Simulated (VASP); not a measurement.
A run of VASP 6.6.1 is set up as follows.

POSCAR

```
Re
1.0
    0.0000000000      1.8585461570      2.2302553884
    1.8585461570      0.0000000000      2.2302553884
    1.8585461570      1.8585461570      0.0000000000
Re
1
Direct
    0.0000000000      0.0000000000      0.0000000000
```

The input INCAR.step1:

```
PREC = Accurate
ENCUT = 520
ISMEAR = 0
SIGMA = 0.15
LREAL = F
LASPH = T
NELM = 60
NBANDS = 10
GGA = PE
ALGO = Normal
EDIFF = 1E-4
LWAVE = T
LCHARG = F
```

INCAR.step2

```
PREC = Accurate
ENCUT = 520
EDIFF = 1E-6
ISMEAR = 0
SIGMA = 0.15
LREAL = F
LASPH = T
NELM = 60
ALGO = Normal
ISIF = 2
LWAVE = F
LCHARG = T
METAGGA = R2SCAN
LMIXTAU = T
LELF = T
LVHAR = T
NBANDS = 10
ISTART = 1
```

Contents of KPOINTS:

```
Automatic mesh
0
Gamma
  22 22 22
```

Potentials or basis: VASP PAW PBE potentials, release 64 (Re).

Run with:

```bash
$ cat potpaw_PBE.64/Re/POTCAR > POTCAR
$ cp INCAR.step1 INCAR
$ mpirun -np 1 vasp_std > vasp.out
$ cp INCAR.step2 INCAR
$ mpirun -np 1 vasp_std > vasp.out
```

What does it give for the pressure?

-10.3 GPa.

Stress tensor (GPa, compression positive):
```
  4.25   0.00   0.00
  0.00   4.25   0.00
  0.00   0.00 -39.50
```

Caveat: the PAW data sets were made with another functional, which shifts forces and pressure a little.
